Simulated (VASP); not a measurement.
# HgF3: single point with r2SCAN

The system is HgF3.

```
CELL_PARAMETERS angstrom
0.00000 2.86317 2.86317
2.86317 0.00000 2.86317
2.86317 2.86317 0.00000
ATOMIC_POSITIONS crystal
Hg 0.00000 0.00000 0.00000
F 0.25000 0.25000 0.25000
F 0.75000 0.75000 0.75000
F 0.50000 0.50000 0.50000
```

```json
{"Program": "VASP 6.6.1", "Task": "single point", "Functional": "r2SCAN", "Potentials or basis": "VASP PAW PBE potentials, release 64 (Hg, F)", "Cutoff": "520 eV", "k mesh": "12 × 12 × 12", "Occupations": "gaussian, width 0.1 eV", "Spin": "no spin polarisation", "Dipole correction": "no", "Further INCAR settings": "ALGO = Normal; EDIFF = 1e-06; NBANDS = 24"}
```

- Pressure: -4.7 GPa

Levels at points of the mesh, in eV from the Fermi level:
```tsv
k point	band 13	band 14	band 15	band 16	band 17	band 18	band 19	band 20	band 21	band 22
(0.00, 0.00, 0.00)	-0.62	-0.62	-0.57	-0.57	-0.57	1.92	13.66	13.66	13.66	19.37
(0.50, 0.00, 0.00)	-1.23	-1.23	-0.29	0.13	0.13	4.87	10.74	13.22	13.22	20.87
(0.50, 0.50, 0.00)	-1.19	-0.60	-0.60	-0.16	-0.16	4.91	10.87	14.16	14.16	17.97
```

Wall time 3.2 min on 1 thread of Intel(R) Xeon(R) Platinum 8488C (Sapphire Rapids), with other jobs on the host, peak memory 0.22 GiB.

Caveat: the PAW data sets were made with another functional, which shifts forces and pressure a little; spin-orbit coupling is left out, which moves the levels of the heavy elements; an odd number of electrons without spin polarisation forces a metal; a magnetic or distorted state may lie lower.
